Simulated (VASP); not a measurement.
# Na8F9 (a cell with a defect) in VASP: further runs

Na8F9 (a cell with a defect) is run at these levels: PBE; tasks: single point.

Program: VASP 6.6.1. These are calculated values, not measurements. Logs are shortened: lines on timing, memory, paths and dates and some standing lists are left out, and cuts for length are marked.

**1. The cell of the first run**

The cell holds a defect, 17 atoms: a = 6.647 Å, b = 6.647 Å, c = 6.647 Å, α = 60.00°, β = 60.00°, γ = 60.00°.

**2. Single point, PBE, collinear spin (with an interstitial atom, then relaxed in part)**

Input file INCAR:

```
SYSTEM = Na8F9
PREC = Accurate ; ENCUT = 520
EDIFF = 1E-7 ; ISMEAR = 0
SIGMA = 0.02 ; LREAL = Auto
LASPH = .True. ; NELM = 150
ALGO = Normal ; ISIF = 2
LWAVE = .False. ; LCHARG = .False.
ISPIN = 2 ; MAGMOM = 0 0 0 0 0 0 0 0 0 0 0 0 0 0 0 0 1
LORBIT = 11 ; GGA = PE
NBANDS = 78
```

Input file KPOINTS:

```
Automatic mesh
0
Gamma
  2 2 2
  0 0 0
```

Input file POSCAR:

```
Na8F9
1.0
    0.0000000000      4.6999823628     -4.6999823628
    4.6999823628      4.6999823628      0.0000000000
    4.6999823628      0.0000000000     -4.6999823628
Na F
8 9
Direct
    0.4908341801     -0.0042172389      0.4911948536
    0.5148157830      0.4847932167      0.4869625782
    0.0236083645     -0.0042449541      0.4911917243
   -0.0086875824      0.4953383632      0.5231857521
    0.5183911455     -0.0264776407     -0.0089258896
    0.4515527197      0.4911896771      0.0108396883
   -0.0059142698      0.0150300399     -0.0020568908
    0.0476973232      0.4911006381      0.0107093411
    0.2544185141      0.7384613827      0.2462689542
    0.2551215670      0.2316069526      0.2594642682
    0.7621631692      0.7384170377      0.2462126683
    0.7553903946      0.2056325021      0.2850031895
    0.2553463548      0.7489119846      0.7417289323
    0.2694386469      0.2371773447      0.7470238301
    0.7530868421      0.8185446742      0.6767179312
    0.7477042619      0.2370477335      0.7469401359
    0.7848532549      0.4930647742      0.9382770479
```

Potentials or basis: VASP PAW PBE potentials, release 64 (Na_pv, F).

Command:

```bash
> cat potpaw_PBE.64/Na_pv/POTCAR potpaw_PBE.64/F/POTCAR > POTCAR
> mpirun -np 1 vasp_std > vasp.out
```

OUTCAR:

```text
SYSTEM = Na8F9
   PREC = Accurate
   ENCUT = 520
   EDIFF = 1E-7
   ISMEAR = 0
   LREAL = Auto
   LASPH = .True.
   NELM = 150
   ISIF = 2
   ISPIN = 2
   LORBIT = 11
   GGA = PE

 ion  position               nearest neighbor table
   1  0.491  0.996  0.491-  15 2.14  10 2.20  12 2.25  13 2.27  14 2.34
   2  0.515  0.485  0.487-  12 2.28  16 2.32  14 2.32
   3  0.024  0.996  0.491-  15 2.14  10 2.20  12 2.25  13 2.27  16 2.34
   4  0.991  0.495  0.523-  15 2.31
   5  0.518  0.974  0.991-  15 2.27  16 2.32  14 2.32  11 2.35   9 2.35
   6  0.452  0.491  0.011-  17 2.02  10 2.16  13 2.21   9 2.29   8 2.69
   7  0.994  0.015  0.998-  12 2.27  16 2.34  14 2.34
   8  0.048  0.491  0.011-  17 2.02  10 2.16  13 2.21  11 2.29   6 2.69
   9  0.254  0.738  0.246-   6 2.29   5 2.35
  10  0.255  0.232  0.259-   6 2.16   8 2.16   3 2.20   1 2.20
  11  0.762  0.738  0.246-   8 2.29   5 2.35
  12  0.755  0.206  0.285-   3 2.25   1 2.25   7 2.27   2 2.28
  13  0.255  0.749  0.742-   6 2.21   8 2.21   3 2.27   1 2.27
  14  0.269  0.237  0.747-   2 2.32   5 2.32   1 2.34   7 2.34
  15  0.753  0.819  0.677-   3 2.14   1 2.14   5 2.27   4 2.31
  16  0.748  0.237  0.747-   2 2.32   5 2.32   3 2.34   7 2.34
  17  0.785  0.493  0.938-   6 2.02   8 2.02

  LATTYP: Found a face centered cubic cell.
 ALAT       =     9.3999647256

  Lattice vectors:

 A1 = (   0.0000000000,   4.6999823628,  -4.6999823628)
 A2 = (   4.6999823628,   4.6999823628,   0.0000000000)
 A3 = (   4.6999823628,   0.0000000000,  -4.6999823628)

Analysis of symmetry for initial positions (statically):
=====================================================================
 Subroutine PRICEL returns:
 Original cell was already a primitive cell.

 Routine SETGRP: Setting up the symmetry group for a
 face centered cubic supercell.

 Subroutine GETGRP returns: Found  1 space group operations
 (whereof  1 operations were pure point group operations)
 out of a pool of 48 trial point group operations.

The static configuration has the point symmetry C_1 .

Analysis of symmetry for dynamics (positions and initial velocities):
=====================================================================
 Subroutine PRICEL returns:
 Original cell was already a primitive cell.

 Routine SETGRP: Setting up the symmetry group for a
 face centered cubic supercell.

 Subroutine GETGRP returns: Found  1 space group operations
 (whereof  1 operations were pure point group operations)
 out of a pool of 48 trial point group operations.

The dynamic configuration has the point symmetry C_1 .

Analysis of structural, dynamic, and magnetic symmetry:
=====================================================================
 Subroutine PRICEL returns:
 Original cell was already a primitive cell.

 Routine SETGRP: Setting up the symmetry group for a
 face centered cubic supercell.

 Subroutine GETGRP returns: Found  1 space group operations
 (whereof  1 operations were pure point group operations)
 out of a pool of 48 trial point group operations.

The overall configuration has the point symmetry C_1 .

 Subroutine INISYM returns: Found  1 space group operations
 (whereof  1 operations are pure point group operations),
 and found     1 'primitive' translations

----------------------------------------------------------------------------------------

                                     Primitive cell

  volume of cell :     207.6437

  direct lattice vectors                    reciprocal lattice vectors
     0.000000000  4.699982363 -4.699982363    -0.106383378  0.106383378 -0.106383378
     4.699982363  4.699982363  0.000000000     0.106383378  0.106383378  0.106383378
     4.699982363  0.000000000 -4.699982363     0.106383378 -0.106383378 -0.106383378

  length of vectors
     6.646778800  6.646778800  6.646778800     0.184261416  0.184261416  0.184261416

  position of ions in fractional coordinates (direct lattice)
     0.490834180  0.995782761  0.491194854
     0.514815783  0.484793217  0.486962578
     0.023608364  0.995755046  0.491191724
     0.991312418  0.495338363  0.523185752
     0.518391145  0.973522359  0.991074110
     0.451552720  0.491189677  0.010839688
[... 9 lines left out ...]
     0.747704262  0.237047733  0.746940136
     0.784853255  0.493064774  0.938277048

  ion indices of the primitive-cell ions
[... 61 lines left out ...]
   NGX,Y,Z   is equivalent  to a cutoff of  12.51, 12.51, 12.51 a.u.
   NGXF,Y,Z  is equivalent  to a cutoff of  25.01, 25.01, 25.01 a.u.
 SYSTEM =  Na8F9
   PREC   = accura    normal or accurate (medium, high low for compatibility)
   ISTART =      0    job   : 0-new  1-cont  2-samecut
   ICHARG =      2    charge: 1-file 2-atom 10-const
   ISPIN  =      2    spin polarized calculation?
   LNONCOLLINEAR =      F non collinear calculations
   LSORBIT =      F    spin-orbit coupling
   LASPH  =      T    aspherical Exc in radial PAW
   ENCUT  =  520.0 eV  38.22 Ry    6.18 a.u.  12.36 12.36 12.36*2*pi/ulx,y,z
   NELM   =    150;   NELMIN=  2; NELMDL= -5     # of ELM steps
   EDIFF  = 0.1E-06   stopping-criterion for ELM
   LREAL  =      T    real-space projection
   EDIFFG = 0.1E-05   stopping-criterion for IOM
   NSW    =      0    number of steps for IOM
   IBRION =     -1    ionic relax: 0-MD 1-quasi-New 2-CG
   NFREE  =      0    steps in history (QN), initial steepest desc. (CG)
   ISIF   =      2    stress and relaxation
   ISYM   =      2    0-nonsym 1-usesym 2-fastsym
   POTIM  = 0.5000    time-step for ionic-motion
   TEBEG  =    0.0;   TEEND  =   0.0 temperature during run
   PSTRESS=    0.0 pullay stress
   NELECT =     119.0000    total number of electrons
   NUPDOWN=      -1.0000    fix difference up-down
   EMIN   =  10.00;   EMAX   =-10.00  energy-range for DOS
   EFERMI =   0.00;   METHOD = LEGACY
   ISMEAR =     0;   SIGMA  =   0.02  broadening in eV -4-tet -1-fermi 0-gaus
   EFERMI_NEDOS =   21; number of points for ismear=-14 and -15
   IALGO  =     38    algorithm
   IMIX   =      4    mixing-type and parameters
     AMIX     =   0.40;   BMIX     =  1.00
     AMIX_MAG =   1.60;   BMIX_MAG =  1.00
  volume/ion in A,a.u.               =      12.21        82.43
  Fermi-wavevector in a.u.,A,eV,Ry     =   1.359829  2.569704 25.159003  1.849135
  Thomas-Fermi vector in A             =   2.486543
   LORBIT       =     11    0 simple, 1 ext, 2 COOP (PROOUT), +10 PAW based schemes
   GGA     = PE    functional components
   LHFCALC =     F    Hartree Fock is set to
   AEXX    =    0.0000 exact exchange contribution
   IVDW    =     0    specifies the selected vdW correction
   LEPSILON=     F    determine dielectric tensor
   LRPA    =     F    only Hartree local field effects (RPA)
 spin polarized calculation
 Gauss-broadening in eV      SIGMA  =   0.02
  energy-cutoff  :      520.00
  volume of cell :      207.64
 maximum number of plane-waves:      5601
 NGX is ok and might be reduce to    50
   NGX = 25   NGY = 25   NGZ = 25

 number of electron     118.9999981 magnetization       1.0000000

 Free energy of the ion-electron system (eV)
  ---------------------------------------------------
  ext. energy  EPLUGINS =         0.00000000
  ---------------------------------------------------
  free energy    TOTEN  =       -69.15260981 eV

  energy without entropy =      -69.15260981  energy(sigma->0) =      -69.15260981

 E-fermi :  -1.1016     XC(G=0):  -9.2072

 val. band max:       -1.2534422746   @ k =   0.0000   0.5000   0.5000
 cond. band min:      -0.5156796609   @ k =   0.0000   0.5000   0.0000
 fundamental gap:      0.7377626136
 Fermi energy:        -1.1016139586

 spin component 1

 k-point     1 :       0.0000    0.0000    0.0000
  band No.  band energies     occupation
      1     -23.3170      1.00000
      2     -22.1720      1.00000
      3     -21.9547      1.00000
      4     -21.8529      1.00000
      5     -21.6996      1.00000
      6     -21.6924      1.00000
[... 581 lines left out ...]
     70      11.0814      0.00000
     71      11.8179      0.00000
 Fermi energy:        -1.1016139586

 spin component 2

 k-point     1 :       0.0000    0.0000    0.0000
  band No.  band energies     occupation
      1     -22.7127      1.00000
      2     -22.0440      1.00000
      3     -21.7650      1.00000
      4     -21.7067      1.00000
      5     -21.6985      1.00000
      6     -21.6428      1.00000
[... 581 lines left out ...]
     70      11.0928      0.00000
     71      11.8251      0.00000
 [bands above 71 left out]

------------------------ aborting loop because EDIFF is reached ----------------------------------------

  FORCE on cell =-STRESS in cart. coord.  units (eV):
  Direction    XX          YY          ZZ          XY          YZ          ZX
  --------------------------------------------------------------------------------------
  -------------------------------------------------------------------------------------
  Total        2.2200936      8.6669243      8.6630126      0.0252468     -0.8970536      0.0264246
  in kB       17.1302294     66.8739392     66.8437561      0.1948044     -6.9216608      0.2038918
  external PRESSURE =      50.2826415 kB  Pullay stress =       0.0000000 kB

 VOLUME and BASIS-vectors are now :
 -----------------------------------------------------------------------------
  energy-cutoff  :      520.00
  volume of cell :      207.64
      direct lattice vectors                 reciprocal lattice vectors
     0.000000000  4.699982363 -4.699982363    -0.106383378  0.106383378 -0.106383378
     4.699982363  4.699982363  0.000000000     0.106383378  0.106383378  0.106383378
     4.699982363  0.000000000 -4.699982363     0.106383378 -0.106383378 -0.106383378

 POSITION                                       TOTAL-FORCE (eV/Angst)
 -----------------------------------------------------------------------------------
      6.98877      6.98707     -4.61552         0.001274     -0.006719      0.003517
      4.56724      4.69814     -4.70834         0.002491     -0.002803     -0.000409
      6.98862      4.79099     -2.41955        -0.000052      0.002430     -0.005012
      4.78705      6.98723     -7.11811        -0.003145      0.002225      0.001174
      9.23357      7.01197     -7.09446        -0.000877     -0.002843     -0.000059
      2.35953      4.43087     -2.17324        -0.000273     -0.008377      0.006869
[... 9 lines left out ...]
      4.62473      4.62832     -7.02480         0.004757      0.007255     -0.001742
      6.72728      6.00619     -8.09868        -0.009375      0.001702     -0.004968
 -----------------------------------------------------------------------------------
    total drift:                                0.006527      0.004431     -0.003434

  FREE ENERGIE OF THE ION-ELECTRON SYSTEM (eV)
  ---------------------------------------------------
  free  energy   TOTEN  =       -69.1526098126 eV

  energy  without entropy=      -69.1526098126  energy(sigma->0) =      -69.15260981

 total charge

# of ion       s       p       d       tot
------------------------------------------
    1        0.056   6.004   0.000   6.059
    2        0.047   5.991   0.000   6.038
    3        0.056   6.004   0.000   6.060
    4        0.044   5.988   0.000   6.032
    5        0.046   5.990   0.000   6.037
    6        0.061   6.009   0.000   6.071
[... 9 lines left out ...]
   16        1.729   4.374   0.000   6.103
   17        1.758   4.248   0.000   6.005
--------------------------------------------------
tot         16.029  87.143   0.000 103.172

 magnetization (x)

# of ion       s       p       d       tot
------------------------------------------
    1        0.000   0.001   0.000   0.001
    2       -0.000  -0.000   0.000  -0.000
    3        0.000   0.001   0.000   0.001
    4       -0.000  -0.000   0.000  -0.001
    5       -0.000  -0.000   0.000  -0.000
    6       -0.001  -0.001   0.000  -0.001
[... 9 lines left out ...]
   16       -0.000   0.004   0.000   0.004
   17        0.003   0.448   0.000   0.451
--------------------------------------------------
tot          0.009   0.928   0.000   0.936
```

Wall time 8.7 min (1 thread of Intel Xeon Platinum 8259CL at 2.50GHz (Skylake/Cascade Lake), shared host); peak memory 0.51 GiB.

Results:

| Item | Value |
| --- | --- |
| Free energy | -69.1526 eV |
| Pressure | 5.0 GPa |
| Largest force | 0.016 eV/Å |
| Band gap on the k mesh | 0.74 eV |
| Net moment | 1.00 μB per cell |
| Site moments | Na +0.00, -0.00 (each value once); F +0.00, -0.00, +0.19, +0.29, +0.45 (each value once) μB |
| Valence electrons inside the program's atomic spheres | Na 6.06, 6.04, 6.03, 6.07 (each value once); F 6.10, 6.13, 6.07, 6.12, 6.05, 6.00 (each value once) |

Forces on the atoms (eV/Å):
```
Na   0.001 -0.007  0.004
Na   0.002 -0.003  0.000
Na   0.000  0.002 -0.005
Na  -0.003  0.002  0.001
Na  -0.001 -0.003  0.000
Na   0.000 -0.008  0.007
Na  -0.012 -0.005 -0.006
Na  -0.001  0.005 -0.007
F    0.005  0.000 -0.001
F    0.000 -0.009 -0.009
F    0.007 -0.001 -0.002
F    0.008  0.002  0.002
F    0.000  0.012  0.010
F   -0.001 -0.002  0.006
F   -0.001  0.006  0.008
F    0.005  0.007 -0.002
F   -0.009  0.002 -0.005
```

Caveat: the k points lie up to 0.58 Å⁻¹ apart; the cell differs from its parent crystal (with an interstitial atom, then relaxed in part).

**3. Single point, PBE, collinear spin**

Input file INCAR:

```
ALGO = Normal ; EDIFF = 1E-7
ENCUT = 520 ; GGA = PE
ISIF = 2 ; ISMEAR = 0
ISPIN = 2 ; LASPH = True
LCHARG = True ; LELF = True
LORBIT = 11 ; LREAL = Auto
LVHAR = True ; LWAVE = False
MAGMOM = 0 0 0 0 0 0 0 0 0 0 0 0.22 0 0 0.33 0 0.51 ; NBANDS = 78
NELM = 150 ; PREC = Accurate
SIGMA = 0.02
```

Input file KPOINTS:

```
k-points
0
Gamma
  2 2 2
```

Input file POSCAR:

```
Na8F9
1.0
    0.0000000000      4.6999823628     -4.6999823628
    4.6999823628      4.6999823628      0.0000000000
    4.6999823628      0.0000000000     -4.6999823628
Na F
8 9
Direct
    0.4856002265      0.0060018310      0.4945902603
    0.5095818059      0.4950121767      0.4903581167
    0.0183743243      0.0059740650      0.4945871751
   -0.0139215416      0.5055574291      0.5265811250
    0.5131571384     -0.0162586780     -0.0055303399
    0.4463186961      0.5014086901      0.0142351598
   -0.0111481269      0.0252490309      0.0013385157
    0.0424632445      0.5013196472      0.0141048402
    0.2491845521      0.7486804691      0.2496643411
    0.2498875335      0.2418260139      0.2628597098
    0.7569292234      0.7486360008      0.2496081707
    0.7501564321      0.2158514483      0.2883987418
    0.2501123215      0.7591310402      0.7451243919
    0.2642047149      0.2473963539      0.7504193054
    0.7478528064      0.8287637483      0.6801134033
    0.7424703394      0.2472667790      0.7503354753
    0.7796193086      0.5032838035      0.9416724699
```

Potentials or basis: VASP PAW PBE potentials, release 64 (Na_pv, F).

Command:

```bash
> cat potpaw_PBE.64/Na_pv/POTCAR potpaw_PBE.64/F/POTCAR > POTCAR
> mpirun -np 1 vasp_std > vasp.out
```

OUTCAR:

```text
EDIFF = 1E-7
   ENCUT = 520
   GGA = PE
   ISIF = 2
   ISMEAR = 0
   ISPIN = 2
   LASPH = True
   LORBIT = 11
   LREAL = Auto
   NELM = 150
   PREC = Accurate

 ion  position               nearest neighbor table
   1  0.486  0.006  0.495-  15 2.14  10 2.20  12 2.25  13 2.27  14 2.34
   2  0.510  0.495  0.490-  12 2.28  16 2.32  14 2.32
   3  0.018  0.006  0.495-  15 2.14  10 2.20  12 2.25  13 2.27  16 2.34
   4  0.986  0.506  0.527-  15 2.31
   5  0.513  0.984  0.994-  15 2.27  16 2.32  14 2.32  11 2.35   9 2.35
   6  0.446  0.501  0.014-  17 2.02  10 2.16  13 2.21   9 2.29   8 2.69
   7  0.989  0.025  0.001-  12 2.27  16 2.34  14 2.34
   8  0.042  0.501  0.014-  17 2.02  10 2.16  13 2.21  11 2.29   6 2.69
   9  0.249  0.749  0.250-   6 2.29   5 2.35
  10  0.250  0.242  0.263-   6 2.16   8 2.16   3 2.20   1 2.20
[... 1441 lines left out ...]
      9.29756      7.03540     -7.08582        -0.000332     -0.002890     -0.000456
      2.42352      4.45430     -2.16459        -0.000049     -0.008322      0.006362
[... 9 lines left out ...]
      4.68871      4.65175     -7.01616         0.004748      0.008464     -0.000931
      6.79127      6.02962     -8.09004        -0.009031     -0.000271     -0.004447
 -----------------------------------------------------------------------------------
    total drift:                               -0.000837     -0.001152      0.005966

  FREE ENERGIE OF THE ION-ELECTRON SYSTEM (eV)
  ---------------------------------------------------
  free  energy   TOTEN  =       -69.1526674249 eV

  energy  without entropy=      -69.1526674249  energy(sigma->0) =      -69.15266742

 total charge

# of ion       s       p       d       tot
------------------------------------------
    1        0.056   6.004   0.000   6.059
    2        0.047   5.991   0.000   6.038
    3        0.056   6.004   0.000   6.060
    4        0.044   5.988   0.000   6.032
    5        0.046   5.990   0.000   6.037
    6        0.061   6.009   0.000   6.071
[... 9 lines left out ...]
   16        1.729   4.374   0.000   6.103
   17        1.758   4.248   0.000   6.005
--------------------------------------------------
tot         16.029  87.143   0.000 103.172

 magnetization (x)

# of ion       s       p       d       tot
------------------------------------------
    1        0.000   0.001   0.000   0.001
    2       -0.000  -0.000   0.000  -0.000
    3        0.000   0.001   0.000   0.001
    4       -0.000  -0.000   0.000  -0.001
    5       -0.000  -0.000   0.000  -0.000
    6       -0.001  -0.001   0.000  -0.001
[... 9 lines left out ...]
   16       -0.000   0.004   0.000   0.004
   17        0.003   0.448   0.000   0.451
--------------------------------------------------
tot          0.009   0.928   0.000   0.936
```

OSZICAR:

```text
N       E                     dE             d eps       ncg     rms          rms(c)
DAV:   1     0.187803833706E+04    0.18780E+04   -0.57935E+04  2504   0.196E+03
DAV:   2     0.247996330478E+03   -0.16300E+04   -0.15421E+04  2704   0.588E+02
[... 11 lines left out ...]
DAV:  14    -0.691526146381E+02   -0.51514E-04   -0.23039E-04  3292   0.753E-02    0.327E-02
DAV:  15    -0.691526641986E+02   -0.49561E-04   -0.64722E-05  2666   0.489E-02    0.193E-02
DAV:  16    -0.691526663172E+02   -0.21186E-05   -0.18589E-05  2794   0.227E-02    0.637E-03
DAV:  17    -0.691526669962E+02   -0.67896E-06   -0.41043E-06  2842   0.104E-02    0.280E-03
DAV:  18    -0.691526674392E+02   -0.44304E-06   -0.12887E-06  2906   0.739E-03    0.192E-03
DAV:  19    -0.691526674249E+02    0.14354E-07   -0.17459E-07  1872   0.388E-03
   1 F= -.69152667E+02 E0= -.69152667E+02  d E =-.569261E-28  mag=     1.0000
```

stdout:

```text
POSCAR found type information on POSCAR NaF
 POSCAR found :  2 types and      17 ions
 scaLAPACK will be used
 LDA part: xc-table for (Slater+PW92), standard interpolation
 POSCAR, INCAR and KPOINTS ok, starting setup
 FFT: planning ... GRIDC
 FFT: planning ... GRID_SOFT
 FFT: planning ... GRID
 WAVECAR not read
 entering main loop
```

Run time: 9.4 min. Hardware: 1 thread of Intel Xeon Platinum 8259CL at 2.50GHz (Skylake/Cascade Lake), shared host; peak memory 0.5 GiB.

What came out:

| Quantity | Value |
| --- | --- |
| Free energy | -69.1527 eV |
| Pressure | 5.0 GPa |
| Largest force | 0.014 eV/Å |
| Band gap on the k mesh | 0.74 eV |
| Net moment | 1.00 μB per cell |
| Site moments | Na +0.00, -0.00 (each value once); F +0.00, -0.00, +0.19, +0.29, +0.45 (each value once) μB |
| Valence electrons inside the program's atomic spheres | Na 6.06, 6.04, 6.03, 6.07 (each value once); F 6.10, 6.13, 6.07, 6.12, 6.05, 6.00 (each value once) |

Forces in eV/Å, atoms in the order of the input:
```
Na   0.002 -0.006  0.003
Na   0.003 -0.002 -0.001
Na   0.001  0.003 -0.006
Na  -0.002  0.003  0.000
Na   0.000 -0.003  0.000
Na   0.000 -0.008  0.006
Na  -0.012 -0.004 -0.007
Na  -0.001  0.005 -0.007
F    0.004 -0.002  0.001
F   -0.003 -0.009 -0.008
F    0.008 -0.002 -0.001
F    0.007  0.002  0.003
F   -0.001  0.008  0.009
F    0.001 -0.001  0.007
F   -0.001  0.008  0.007
F    0.005  0.008 -0.001
F   -0.009  0.000 -0.004
```

Caveat: the k points lie up to 0.58 Å⁻¹ apart.
